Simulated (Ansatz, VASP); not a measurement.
MgO in VASP and in Ansatz

POSCAR

```
MgO
1.0
    3.4863778627      0.0000000000      0.0000000000
   -1.7431889314      3.0192917963      0.0000000000
    0.0000000000      0.0000000000      4.1780412200
Mg O
2 2
Direct
    0.6405454704      0.3142112905      0.7361813171
    0.3072121371      0.6475446239      0.2361813171
    0.6666666667      0.3333333333      0.2500000000
    0.3333333333      0.6666666667      0.7500000000
```

File INCAR.step1:

```
SYSTEM = MgO
  PREC = Accurate
  ENCUT = 520
  ISMEAR = 1
  SIGMA = 0.02
  LREAL = .FALSE.
  LASPH = .TRUE.
  NELM = 60
  NBANDS = 16
  GGA = PE
  ALGO = Normal
  EDIFF = 1E-4
  LWAVE = .TRUE.
  LCHARG = .FALSE.
```

INCAR.step2

```
SYSTEM = MgO
  PREC = Accurate
  ENCUT = 520
  EDIFF = 1E-6
  ISMEAR = 1
  SIGMA = 0.02
  LREAL = .FALSE.
  LASPH = .TRUE.
  NELM = 60
  ALGO = Normal
  ISIF = 2
  LWAVE = .FALSE.
  LCHARG = .FALSE.
  METAGGA = R2SCAN
  LMIXTAU = .TRUE.
  NBANDS = 16
  ISTART = 1
```

Contents of KPOINTS:

```
Automatic mesh
0
G
  6 6 6
  0 0 0
```

Input for Ansatz:

```yaml
crystal:
  lattice:
    - [3.4863778627, 0.0, 0.0]
    - [-1.7431889314, 3.0192917963, 0.0]
    - [0.0, 0.0, 4.17804122]
  atoms:
    - { symbol: Mg, position: [0.6405454704, 0.3142112905, 0.7361813171] }
    - { symbol: Mg, position: [0.3072121371, 0.6475446239, 0.2361813171] }
    - { symbol: O, position: [0.6666666667, 0.3333333333, 0.25] }
    - { symbol: O, position: [0.3333333333, 0.6666666667, 0.75] }
basis:
  ecutwfc: 500
kpoints:
  mp_grid: { grid: [6, 6, 6] }
hamiltonian:
  xc: r2scan
scf:
  occupations: { method: cold, width: 0.02 }
output:
  forces: true
  stress: true
  eigenvalues: true
```

Change from the starting cell: all Mg atoms moved -0.100 Å, as atom 1 along Cartesian [1 1 1].

Alike in both runs: task single point; functional r2SCAN; k mesh 6 × 6 × 6; no spin polarisation.

```csv
,VASP,Ansatz
version,VASP 6.6.1,Ansatz 0.2.0
potentials or method,"VASP PAW PBE potentials, release 64 (Mg, O), cutoff 520 eV","scalar-relativistic, plane waves, PAW"
occupations,"methfessel-paxton of order 1, width 0.02 eV","cold, width 0.02 eV"
valence electrons in the cell,16,32
```

```csv
,VASP,Ansatz,Ansatz less VASP
gap on the k mesh at the Fermi level (eV),4.08,4.10,+0.013
least direct gap on the mesh (eV),4.08,4.10,+0.013
pressure (GPa),0.2,1.0,+0.76
"traceless stress, the component that is largest in VASP (GPa)",0.38,0.36,-0.015
rms of the force components (eV/Å),0.474,0.468,-0.0062
```

VASP's potentials were made for PBE, not for r2SCAN. Atom by atom the forces differ by 0.006 eV/Å (rms over components). VASP's potentials hold 16 valence electrons a cell and Ansatz's 32, so a difference there can come from the potentials and not from the codes.
